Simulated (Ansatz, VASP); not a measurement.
Te: VASP beside Ansatz

File INCAR:

```
SYSTEM = Te
ALGO = Normal
EDIFF = 1E-6
ENCUT = 520
GGA = PS
ISIF = 2
ISMEAR = 0
LASPH = .TRUE.
LCHARG = .TRUE.
LELF = .TRUE.
LREAL = .FALSE.
LVHAR = .TRUE.
LWAVE = .FALSE.
NBANDS = 20
NELM = 100
PREC = Accurate
SIGMA = 0.1
```

The input KPOINTS:

```
k-points
0
G
  6 6 4
  0 0 0
```

POSCAR

```
Te
1.0
    4.5627952153      0.0000000000      0.0000000000
   -2.2813976077      3.9514965688      0.0000000000
    0.0000000000      0.0000000000      7.5286121053
Te
4
Direct
    0.3333333333      0.6666666667      0.4375000000
    0.6666666667      0.3333333333      0.9375000000
    0.6666666667      0.3333333333      0.5625000000
    0.3333333333      0.6666666667      0.0625000000
```

Input for Ansatz:

```yaml
crystal:
  lattice:
    - [4.5627952153, 0.0, 0.0]
    - [-2.2813976077, 3.9514965688, 0.0]
    - [0.0, 0.0, 7.5286121053]
  atoms:
    - { symbol: Te, position: [0.3333333333, 0.6666666667, 0.4375] }
    - { symbol: Te, position: [0.6666666667, 0.3333333333, 0.9375] }
    - { symbol: Te, position: [0.6666666667, 0.3333333333, 0.5625] }
    - { symbol: Te, position: [0.3333333333, 0.6666666667, 0.0625] }
basis:
  ecutwfc: 420
kpoints:
  mp_grid: { grid: [6, 6, 4] }
hamiltonian:
  xc: pbesol
scf:
  occupations: { method: gaussian, width: 0.1 }
  lower_state_search: "off"
output:
  forces: true
  stress: true
  eigenvalues: true
```

Alike in both runs: task single point; functional PBEsol; k mesh 6 × 6 × 4; occupations gaussian, width 0.1 eV; no spin polarisation.

|  | VASP | Ansatz |
| --- | --- | --- |
| version | VASP 6.6.1 | Ansatz 0.2.0 |
| potentials or method | VASP PAW PBE potentials, release 64 (Te), cutoff 520 eV | scalar-relativistic, plane waves, PAW |
| valence electrons in the cell | 24 | 64 |

```tsv
	VASP	Ansatz	Ansatz less VASP
gap on the k mesh at the Fermi level (eV)	none	none	-
pressure (GPa)	13.5	13.4	-0.16
traceless stress, the component that is largest in VASP (GPa)	1.26	1.28	+0.020
rms of the force components (eV/Å)	0.224	0.224	0.0000
```

VASP's potentials were made for PBE, not for PBEsol. Atom by atom the forces differ by 0.000 eV/Å (rms over components). A gap of «none» marks a metal or a gap that the smearing closes. VASP's potentials hold 24 valence electrons a cell and Ansatz's 64, so a difference there can come from the potentials and not from the codes.

Neither program's run includes spin-orbit coupling.
